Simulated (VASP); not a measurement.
# Os (Im-3m) in VASP: further runs

The runs below take Os through single point, with LDA.

Program: VASP 6.6.1. These are calculated values, not measurements. Logs are shortened: lines on timing, memory, paths and dates and some standing lists are left out, and cuts for length are marked.

## Step 1: The cell of the first run

Symmetry: Im-3m, No. 229, cubic system. The conventional cell has a = 3.007 Å, b = 3.007 Å, c = 3.007 Å, α = 90.00°, β = 90.00°, γ = 90.00°. Within 3.4 Å of Os (site symmetry m-3m) lie 14 Os at 2.60 to 3.01 Å.

This isn't the form of Os at room conditions, which is hcp.

## Step 2: Single point, LDA (13.59 Å³/atom)

The input, INCAR:

```
  PREC = Accurate
  ENCUT = 520
  EDIFF = 1E-7
  ISMEAR = -1
  SIGMA = 0.1
  LREAL = F
  LASPH = T
  NELM = 100
  ALGO = Normal
  ISIF = 2
  LWAVE = F
  LCHARG = F
  GGA = CA
  NBANDS = 10
```

The input, KPOINTS:

```
regular mesh
0
Gamma
  16 16 16
```

The input, POSCAR:

```
Os
1.0
   -1.5032609463      1.5032609463      1.5032609463
    1.5032609463     -1.5032609463      1.5032609463
    1.5032609463      1.5032609463     -1.5032609463
Os
1
Direct
    0.0000000000      0.0000000000      0.0000000000
```

Potentials or basis: VASP PAW LDA potentials, release 64 (Os).

The run is started by

```console
$ cat potpaw_LDA.64/Os/POTCAR > POTCAR
$ mpirun -np 1 vasp_std > vasp.out
```

OUTCAR:

```text
PREC = Accurate
   ENCUT = 520
   EDIFF = 1E-7
   ISMEAR = -1
   LREAL = F
   LASPH = T
   NELM = 100
   ISIF = 2
   GGA = CA

 ion  position               nearest neighbor table
   1  0.000  0.000  0.000-

  LATTYP: Found a body centered cubic cell.
 ALAT       =     3.0065218926

  Lattice vectors:

 A1 = (  -1.5032609463,   1.5032609463,   1.5032609463)
 A2 = (   1.5032609463,  -1.5032609463,   1.5032609463)
 A3 = (   1.5032609463,   1.5032609463,  -1.5032609463)

Analysis of symmetry for initial positions (statically):
=====================================================================
 Subroutine PRICEL returns:
 Original cell was already a primitive cell.

 Routine SETGRP: Setting up the symmetry group for a
 body centered cubic supercell.

 Subroutine GETGRP returns: Found 48 space group operations
 (whereof 48 operations were pure point group operations)
 out of a pool of 48 trial point group operations.

The static configuration has the point symmetry O_h .

Analysis of symmetry for dynamics (positions and initial velocities):
=====================================================================
 Subroutine PRICEL returns:
 Original cell was already a primitive cell.

 Routine SETGRP: Setting up the symmetry group for a
 body centered cubic supercell.

 Subroutine GETGRP returns: Found 48 space group operations
 (whereof 48 operations were pure point group operations)
 out of a pool of 48 trial point group operations.

The dynamic configuration has the point symmetry O_h .

 Subroutine INISYM returns: Found 48 space group operations
 (whereof 48 operations are pure point group operations),
 and found     1 'primitive' translations

----------------------------------------------------------------------------------------

                                     Primitive cell

  volume of cell :      13.5882

  direct lattice vectors                    reciprocal lattice vectors
    -1.503260946  1.503260946  1.503260946     0.000000000  0.332610251  0.332610251
     1.503260946 -1.503260946  1.503260946     0.332610251  0.000000000  0.332610251
     1.503260946  1.503260946 -1.503260946     0.332610251  0.332610251  0.000000000

  length of vectors
     2.603724336  2.603724336  2.603724336     0.470381927  0.470381927  0.470381927

  position of ions in fractional coordinates (direct lattice)
     0.000000000  0.000000000  0.000000000

  ion indices of the primitive-cell ions
   primitive index   ion index
                 1           1

----------------------------------------------------------------------------------------

 KPOINTS: regular mesh

Automatic generation of k-mesh.
 Grid dimensions read from file:
 generate k-points for:   16   16   16

 Generating k-lattice:

  Cartesian coordinates                     Fractional coordinates (reciprocal lattice)
     0.000000000  0.020788141  0.020788141     0.062500000  0.000000000  0.000000000
     0.020788141  0.000000000  0.020788141     0.000000000  0.062500000  0.000000000
     0.020788141  0.020788141  0.000000000     0.000000000  0.000000000  0.062500000

  Length of vectors
     0.029398870  0.029398870  0.029398870

  Shift w.r.t. Gamma in fractional coordinates (k-lattice)
     0.000000000  0.000000000  0.000000000

 Subroutine IBZKPT returns following result:
 ===========================================

 Found    145 irreducible k-points:

 Following reciprocal coordinates:
            Coordinates               Weight
  0.000000  0.000000  0.000000      1.000000
  0.062500  0.000000  0.000000     12.000000
  0.125000  0.000000  0.000000     12.000000
  0.187500  0.000000  0.000000     12.000000
  0.250000  0.000000  0.000000     12.000000
  0.312500  0.000000  0.000000     12.000000
[... 16 lines left out ...]
  0.187500  0.187500  0.000000     24.000000
  0.250000  0.187500  0.000000     48.000000
 [... further k-points ...]
   k-points           NKPTS =    145   k-points in BZ     NKDIM =    145   number of bands    NBANDS=     10
   number of dos      NEDOS =    301   number of ions     NIONS =      1
   total plane-waves  NPLWV =   8000
   dimension x,y,z NGX =    20 NGY =   20 NGZ =   20
   dimension x,y,z NGXF=    40 NGYF=   40 NGZF=   40
   ions per type =               1
   NGX,Y,Z   is equivalent  to a cutoff of  12.77, 12.77, 12.77 a.u.
   NGXF,Y,Z  is equivalent  to a cutoff of  25.54, 25.54, 25.54 a.u.
 SYSTEM =  unknown system
   PREC   = accura    normal or accurate (medium, high low for compatibility)
   ISTART =      0    job   : 0-new  1-cont  2-samecut
   ICHARG =      2    charge: 1-file 2-atom 10-const
   ISPIN  =      1    spin polarized calculation?
   LNONCOLLINEAR =      F non collinear calculations
   LSORBIT =      F    spin-orbit coupling
   LASPH  =      T    aspherical Exc in radial PAW
   ENCUT  =  520.0 eV  38.22 Ry    6.18 a.u.   4.84  4.84  4.84*2*pi/ulx,y,z
   NELM   =    100;   NELMIN=  2; NELMDL= -5     # of ELM steps
   EDIFF  = 0.1E-06   stopping-criterion for ELM
   LREAL  =      F    real-space projection
   EDIFFG = 0.1E-05   stopping-criterion for IOM
   NSW    =      0    number of steps for IOM
   IBRION =     -1    ionic relax: 0-MD 1-quasi-New 2-CG
   NFREE  =      0    steps in history (QN), initial steepest desc. (CG)
   ISIF   =      2    stress and relaxation
   ISYM   =      2    0-nonsym 1-usesym 2-fastsym
   POTIM  = 0.5000    time-step for ionic-motion
   TEBEG  =    0.0;   TEEND  =   0.0 temperature during run
   PSTRESS=    0.0 pullay stress
   NELECT =       8.0000    total number of electrons
   NUPDOWN=      -1.0000    fix difference up-down
   EMIN   =  10.00;   EMAX   =-10.00  energy-range for DOS
   EFERMI =   0.00;   METHOD = LEGACY
   ISMEAR =    -1;   SIGMA  =   0.10  broadening in eV -4-tet -1-fermi 0-gaus
   EFERMI_NEDOS =   21; number of points for ismear=-14 and -15
   IALGO  =     38    algorithm
   IMIX   =      4    mixing-type and parameters
     AMIX     =   0.40;   BMIX     =  1.00
     AMIX_MAG =   1.60;   BMIX_MAG =  1.00
  volume/ion in A,a.u.               =      13.59        91.70
  Fermi-wavevector in a.u.,A,eV,Ry     =   1.372094  2.592881 25.614890  1.882641
  Thomas-Fermi vector in A             =   2.497732
   LORBIT       =      0    0 simple, 1 ext, 2 COOP (PROOUT), +10 PAW based schemes
   GGA     = CA    functional components
   LHFCALC =     F    Hartree Fock is set to
   AEXX    =    0.0000 exact exchange contribution
   IVDW    =     0    specifies the selected vdW correction
   LEPSILON=     F    determine dielectric tensor
   LRPA    =     F    only Hartree local field effects (RPA)
 non-spin polarized calculation
  energy-cutoff  :      520.00
  volume of cell :       13.59
 maximum number of plane-waves:       378
   NGX =  9   NGY =  9   NGZ =  9

 number of electron       8.0000000 magnetization

 Free energy of the ion-electron system (eV)
  ---------------------------------------------------
  ext. energy  EPLUGINS =         0.00000000
  ---------------------------------------------------
  free energy    TOTEN  =       -11.70656382 eV

  energy without entropy =      -11.66099790  energy(sigma->0) =      -11.68378086

 E-fermi :  10.1574     XC(G=0): -14.3342

 val. band max:       10.1547136577   @ k =   0.1875   0.1250   0.0000
 cond. band min:      10.1665681326   @ k =   0.1250   0.0625   0.0000
 fundamental gap:      0.0118544749
 Fermi energy:        10.1573813759

 k-point     1 :       0.0000    0.0000    0.0000
  band No.  band energies     occupation
      1      -1.2896      2.00000
      2       6.4772      2.00000
      3       6.4772      2.00000
      4       6.4772      2.00000
      5      10.0337      1.54990
      6      10.0337      1.54990
      7      26.4649      0.00000
      8      26.4649      0.00000
      9      26.4649      0.00000
     10      39.2991      0.00000

 k-point     2 :       0.0625    0.0000    0.0000
  band No.  band energies     occupation
      1      -1.0886      2.00000
      2       6.3713      2.00000
      3       6.4655      2.00000
      4       6.6673      2.00000
      5       9.8773      1.88539
      6      10.0397      1.52870
      7      26.6133      0.00000
      8      26.7962      0.00000
      9      26.8645      0.00000
     10      37.3967      0.00000

 k-point     3 :       0.1250    0.0000    0.0000
  band No.  band energies     occupation
      1      -0.5146      2.00000
      2       6.0813      2.00000
      3       6.4018      2.00000
      4       7.2286      2.00000
      5       9.5538      1.99523
      6      10.0650      1.43154
      7      26.9308      0.00000
      8      27.7584      0.00000
      9      27.7925      0.00000
     10      35.1211      0.00000

 k-point     4 :       0.1875    0.0000    0.0000
  band No.  band energies     occupation
      1       0.3293      2.00000
      2       5.6759      2.00000
      3       6.2659      2.00000
      4       8.1329      2.00000
      5       9.3514      1.99937
      6      10.1261      1.15516
      7      26.9583      0.00000
      8      28.2937      0.00000
      9      29.2693      0.00000
     10      33.8497      0.00000
[... 222 lines left out ...]
 k-point    22 :       0.4375    0.1250    0.0000
  band No.  band energies     occupation
      1       2.3453      2.00000
      2       4.3953      2.00000
      3       8.2401      2.00000
      4       9.7850      1.95285
      5      11.3993      0.00001
      6      15.1907      0.00000
      7      19.4416      0.00000
      8      23.4860      0.00000
      9      27.0900      0.00000
     10      34.9137      0.00000

 k-point    23 :       0.1875    0.1875    0.0000
  band No.  band energies     occupation
      1       2.5006      2.00000
      2       5.1067      2.00000
      3       5.4767      2.00000
      4       9.1309      1.99993
      5      10.7031      0.00850
      6      11.7448      0.00000
      7      24.5830      0.00000
      8      26.9832      0.00000
      9      29.5649      0.00000
     10      30.9259      0.00000

 k-point    24 :       0.2500    0.1875    0.0000
  band No.  band energies     occupation
      1       2.9339      2.00000
      2       4.8308      2.00000
      3       5.8875      2.00000
      4       9.3825      1.99914
      5      10.8124      0.00286
      6      13.4498      0.00000
      7      22.6527      0.00000
      8      25.7372      0.00000
      9      28.1775      0.00000
     10      32.0906      0.00000

 [... further k-points ...]

------------------------ aborting loop because EDIFF is reached ----------------------------------------

  FORCE on cell =-STRESS in cart. coord.  units (eV):
  Direction    XX          YY          ZZ          XY          YZ          ZX
  --------------------------------------------------------------------------------------
  -------------------------------------------------------------------------------------
  Total        1.6592591      1.6592591      1.6592591      0.0000000      0.0000000      0.0000000
  in kB      195.6418078    195.6418078    195.6418078      0.0000000      0.0000000      0.0000000
  external PRESSURE =     195.6418078 kB  Pullay stress =       0.0000000 kB

 VOLUME and BASIS-vectors are now :
 -----------------------------------------------------------------------------
  energy-cutoff  :      520.00
  volume of cell :       13.59
      direct lattice vectors                 reciprocal lattice vectors
    -1.503260946  1.503260946  1.503260946     0.000000000  0.332610251  0.332610251
     1.503260946 -1.503260946  1.503260946     0.332610251  0.000000000  0.332610251
     1.503260946  1.503260946 -1.503260946     0.332610251  0.332610251  0.000000000

 POSITION                                       TOTAL-FORCE (eV/Angst)
 -----------------------------------------------------------------------------------
      0.00000      0.00000      0.00000         0.000000     -0.000000     -0.000000
 -----------------------------------------------------------------------------------
    total drift:                                0.000000      0.000000      0.000000

  FREE ENERGIE OF THE ION-ELECTRON SYSTEM (eV)
  ---------------------------------------------------
  free  energy   TOTEN  =       -11.7065638163 eV

  energy  without entropy=      -11.6609978993  energy(sigma->0) =      -11.68378086
```

Wall time 28 s (1 thread of Intel Xeon 8259CL, shared host); peak memory 0.14 GiB.

Results:

```
Free energy            : -11.7066 eV
Pressure               : 19.6 GPa
Band gap on the k mesh : zero (bands 4 and 5 overlap by 4.90 eV)
```

Caveat: the cell stands under pressure; spin-orbit coupling is left out, which moves the levels of the heavy elements.

(Continued in part 2 of 3.)

The gap in the log of VASP goes by the Fermi energy; the results here count the filled bands.